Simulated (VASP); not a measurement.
Crystal: RbBr.

```xyz
2
Lattice="0.0000 3.4721 3.4721 3.4721 0.0000 3.4721 3.4721 3.4721 0.0000" Properties=species:S:1:pos:R:3 pbc="T T T"
Rb    0.0000    0.0000    0.0000
Br    3.4721    3.4721    3.4721
```

This cell differs from its parent crystal: volume scaled by 1.04.

Base run:

* Program: VASP 6.6.1
* Functional: LDA
* Potentials or basis: VASP PAW LDA potentials, release 64 (Rb_sv, Br)
* Cutoff: 520 eV
* k mesh: 7 × 7 × 7
* Occupations: fermi-dirac, width 0.05 eV
* Spin: no spin polarisation

Its results: band gap on the k mesh 3.87 eV, direct; pressure -1.6 GPa.

Q: The run is repeated on the same cell with these changes: functional from LDA to PBEsol; potentials or basis from VASP PAW LDA potentials, release 64 (Rb_sv, Br) to VASP PAW PBE potentials, release 64 (Rb_sv, Br). What comes out?

A: Band gap on the k mesh 4.13 eV, direct; pressure -0.5 GPa.

Caveats: the PAW data sets were made with another functional, which shifts forces and pressure a little (some runs).

A k mesh can miss the band edges.
